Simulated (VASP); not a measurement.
Here is a VASP 6.6.1 calculation.

INCAR

```
SYSTEM = TaN
PREC = Accurate
ENCUT = 520
EDIFF = 1E-6
ISMEAR = -1
SIGMA = 0.05
LREAL = .False.
LASPH = .True.
NELM = 60
ALGO = Normal
ISIF = 2
LWAVE = .False.
LCHARG = .False.
GGA = PS
NBANDS = 33
```

KPOINTS

```
regular mesh
0
Gamma
  5 5 8
  0 0 0
```

The input POSCAR:

```
TaN
1.0
    5.2367380395      0.0000000000      0.0000000000
   -2.6183690198      4.5351483053      0.0000000000
    0.0000000000      0.0000000000      2.9336224656
Ta N
3 3
Direct
    0.0000000000      0.0000000000      0.0000000000
    0.3333333333      0.6666666667      0.5000000000
    0.6666666667      0.3333333333      0.5000000000
    0.5000000000      0.0000000000      0.0000000000
    0.5000000000      0.5000000000      0.0000000000
    0.0000000000      0.5000000000      0.0000000000
```

Potentials or basis: VASP PAW PBE potentials, release 64 (Ta_pv, N).

Run with:

```bash
$ cat potpaw_PBE.64/Ta_pv/POTCAR potpaw_PBE.64/N/POTCAR > POTCAR
$ mpirun -np 1 vasp_std > vasp.out
```

Task: What does it give for the pressure?

Result: -6.4 GPa.

Task: Estimate the band gap on the k mesh.

Result: Zero (band 24 reaches 8.59 eV, above the bottom of band 25 at 6.53 eV).

Stress tensor (GPa, compression positive):
```
-5.38  0.00  0.00
 0.00 -5.38  0.00
 0.00  0.00 -8.52
```

Caveat: the PAW data sets were made with another functional, which shifts forces and pressure a little; spin-orbit coupling is left out, which moves the levels of the heavy elements.
